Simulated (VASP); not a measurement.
# HgTe (Cmcm) in VASP: notebook, part 2 of 2

VASP 6.6.1.

## Step 5: Single point, LDA

This run uses another cell than the first one, of 31.28 Å³/atom, 1.083 times its volume.

Input file INCAR:

```
PREC     = Accurate       # precision mode
ENCUT    = 520            # plane-wave cutoff, eV
EDIFF    = 1E-6           # SCF threshold, eV
ISMEAR   = -1             # smearing method
SIGMA    = 0.05           # smearing width, eV
LREAL    = F              # projectors in reciprocal space
LASPH    = T              # aspherical terms in the spheres
NELM     = 100            # most SCF steps
ALGO     = Normal         # electronic algorithm
ISIF     = 2              # what is computed and relaxed
LWAVE    = F              # write WAVECAR
LCHARG   = F              # write CHGCAR
NBANDS   = 26             # bands
```

Input file KPOINTS:

```
Automatic mesh
0
Gamma
  6 6 5
```

Input file POSCAR:

```
HgTe
1.0
    3.0318977528     -3.5125517187      0.0000000000
    3.0318977528      3.5125517187      0.0000000000
    0.0000000000      0.0000000000      5.8744572894
Hg Te
2 2
Direct
    0.6569500000      0.3430500000      0.2500000000
    0.3430500000      0.6569500000      0.7500000000
    0.2151910000      0.7848090000      0.2500000000
    0.7848090000      0.2151910000      0.7500000000
```

Potentials or basis: VASP PAW LDA potentials, release 64 (Hg, Te).

Command:

```
> cat potpaw_LDA.64/Hg/POTCAR potpaw_LDA.64/Te/POTCAR > POTCAR
> mpirun -np 1 vasp_std > vasp.out
```

OUTCAR:

```text
PREC = Accurate
   ENCUT = 520
   EDIFF = 1E-6
   ISMEAR = -1
   LREAL = F
   LASPH = T
   NELM = 100
   ISIF = 2

 ion  position               nearest neighbor table
   1  0.657  0.343  0.250-   3 3.06   3 3.06   4 3.07   4 3.07   3 3.10   2 3.67   2 3.67
   2  0.343  0.657  0.750-   4 3.06   4 3.06   3 3.07   3 3.07   4 3.10   1 3.67   1 3.67
   3  0.215  0.785  0.250-   1 3.06   1 3.06   2 3.07   2 3.07   1 3.10
   4  0.785  0.215  0.750-   2 3.06   2 3.06   1 3.07   1 3.07   2 3.10

  LATTYP: Found a base centered orthorhombic cell.
 ALAT       =     6.0637955056
 B/A-ratio  =     1.1585323797
 C/A-ratio  =     0.9687756264

  Lattice vectors:

 A1 = (   3.0318977528,  -3.5125517187,   0.0000000000)
 A2 = (   3.0318977528,   3.5125517187,   0.0000000000)
 A3 = (   0.0000000000,   0.0000000000,   5.8744572894)

Analysis of symmetry for initial positions (statically):
=====================================================================
 Subroutine PRICEL returns:
 Original cell was already a primitive cell.

 Routine SETGRP: Setting up the symmetry group for a
 base centered orthorhombic supercell.

[... 173 lines left out ...]

 val. band max:        3.1834573925   @ k =   0.0000   0.0000   0.0000
 cond. band min:       3.2526839651   @ k =   0.5000   0.3333   0.2000
 fundamental gap:      0.0692265726
 Fermi energy:         3.2050525479

 k-point     1 :       0.0000    0.0000    0.0000
  band No.  band energies     occupation
      1      -8.3438      2.00000
      2      -7.3388      2.00000
      3      -3.3976      2.00000
      4      -3.3081      2.00000
      5      -3.2785      2.00000
      6      -3.2253      2.00000
[... 685 lines left out ...]
     25      10.9046      0.00000
     26      11.1818      0.00000

 [... further k-points ...]

------------------------ aborting loop because EDIFF is reached ----------------------------------------

  FORCE on cell =-STRESS in cart. coord.  units (eV):
  Direction    XX          YY          ZZ          XY          YZ          ZX
  --------------------------------------------------------------------------------------
  -------------------------------------------------------------------------------------
  Total       -4.9891942     -3.9273789     -5.0155419      0.0000000     -0.0000000      0.0000000
  in kB      -63.8860398    -50.2896202    -64.2234191      0.0000000     -0.0000000      0.0000000
  external PRESSURE =     -59.4663597 kB  Pullay stress =       0.0000000 kB

 VOLUME and BASIS-vectors are now :
 -----------------------------------------------------------------------------
  energy-cutoff  :      520.00
  volume of cell :      125.12
      direct lattice vectors                 reciprocal lattice vectors
     3.031897753 -3.512551719  0.000000000     0.164913213 -0.142346659  0.000000000
     3.031897753  3.512551719  0.000000000     0.164913213  0.142346659  0.000000000
     0.000000000  0.000000000  5.874457289     0.000000000  0.000000000  0.170228491

 POSITION                                       TOTAL-FORCE (eV/Angst)
 -----------------------------------------------------------------------------------
      3.03190     -1.10259      1.46861         0.000000      0.025177     -0.000000
      3.03190      1.10259      4.40584         0.000000     -0.025177      0.000000
      3.03190      2.00081      1.46861         0.000000     -0.349797      0.000000
      3.03190     -2.00081      4.40584         0.000000      0.349797      0.000000
 -----------------------------------------------------------------------------------
    total drift:                               -0.000000      0.000000     -0.000000

  FREE ENERGIE OF THE ION-ELECTRON SYSTEM (eV)
  ---------------------------------------------------
  free  energy   TOTEN  =        -9.3382961033 eV

  energy  without entropy=       -9.3241205212  energy(sigma->0) =       -9.33120831
```

Run time: 44 s. Hardware: 1 thread of Intel Xeon 6975P-C (Granite Rapids), shared host; peak memory 0.26 GiB.

What came out:

| Property | Result |
| --- | --- |
| Free energy | -9.3383 eV |
| Pressure | -5.9 GPa |
| Largest force | 0.350 eV/Å |
| Band gap on the k mesh | zero (band 18 reaches 3.56 eV, above the bottom of band 19 at 1.67 eV) |

Forces in eV/Å, atoms in the order of the input:
```
Hg   0.000  0.025  0.000
Hg   0.000 -0.025  0.000
Te   0.000 -0.350  0.000
Te   0.000  0.350  0.000
```

Caveat: spin-orbit coupling is left out, which moves the levels of the heavy elements.

## Step 6: Summary

| level | potentials or basis | cell | gap on the mesh (eV) | pressure (GPa) | largest force (eV/Å) |
| --- | --- | --- | --- | --- | --- |
| PBEsol | VASP PAW PBE potentials, release 64 (Hg, Te) | a = 4.518, b = 4.518, c = 5.720 Å, angles 90.0, 90.0, 98.4°, 4 atoms | none | -1.6 | 0.08 |
| PBEsol | VASP PAW PBE potentials, release 64 (Hg, Te) | a = 4.549, b = 4.549, c = 5.759 Å, angles 90.0, 90.0, 98.4°, 4 atoms | none | -2.5 | 0.14 |
| LDA | VASP PAW LDA potentials, release 64 (Hg, Te) | a = 4.610, b = 4.610, c = 5.837 Å, angles 90.0, 90.0, 98.4°, 4 atoms | none | -5.4 | 0.31 |
| LDA | VASP PAW LDA potentials, release 64 (Hg, Te) | a = 4.640, b = 4.640, c = 5.874 Å, angles 90.0, 90.0, 98.4°, 4 atoms | none | -5.9 | 0.35 |

Alike in all rows: task single point; no spin polarisation; k mesh 6 × 6 × 5; cutoff (eV) 520; smearing fermi-dirac 0.05 eV.

Caveats: spin-orbit coupling is left out, which moves the levels of the heavy elements; the PAW data sets were made with another functional, which shifts forces and pressure a little (some runs).

Absolute energies hang on the potentials; compare differences alone.
